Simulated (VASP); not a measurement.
Here is a VASP 6.6.1 calculation.

File INCAR:

```
ALGO     = Normal         # electronic algorithm
EDIFF    = 1E-7           # SCF threshold, eV
ENCUT    = 520            # plane-wave cutoff, eV
GGA      = PE             # functional
ISIF     = 2              # what is computed and relaxed
ISMEAR   = -1             # smearing method
LASPH    = T              # aspherical terms in the spheres
LCHARG   = T              # write CHGCAR
LELF     = T              # ELF
LREAL    = F              # projectors in reciprocal space
LVHAR    = T            
LWAVE    = F              # write WAVECAR
NBANDS   = 15             # bands
NELM     = 100            # most SCF steps
PREC     = Accurate       # precision mode
SIGMA    = 0.02           # smearing width, eV
```

Contents of KPOINTS:

```
k-points
0
Gamma
  6 6 6
```

POSCAR

```
KI
1.0
    4.2909468193      0.0000000000      0.0000000000
    0.0000000000      4.2909468193      0.0000000000
    0.0000000000      0.0000000000      4.2909468193
K I
1 1
Direct
    0.0000000000      0.0000000000      0.0000000000
    0.5000000000      0.5000000000      0.5000000000
```

Potentials or basis: VASP PAW PBE potentials, release 64 (K_sv, I).

The run is started by

```sh
$ cat potpaw_PBE.64/K_sv/POTCAR potpaw_PBE.64/I/POTCAR > POTCAR
$ mpirun -np 1 vasp_std > vasp.out
```

(1) Estimate the band gap on the k mesh.

(2) Estimate the pressure.

Answers

(1) 3.33 eV (least direct gap 3.69 eV).

(2) 0.5 GPa.

Caveat: spin-orbit coupling is left out, which moves the levels of the heavy elements.
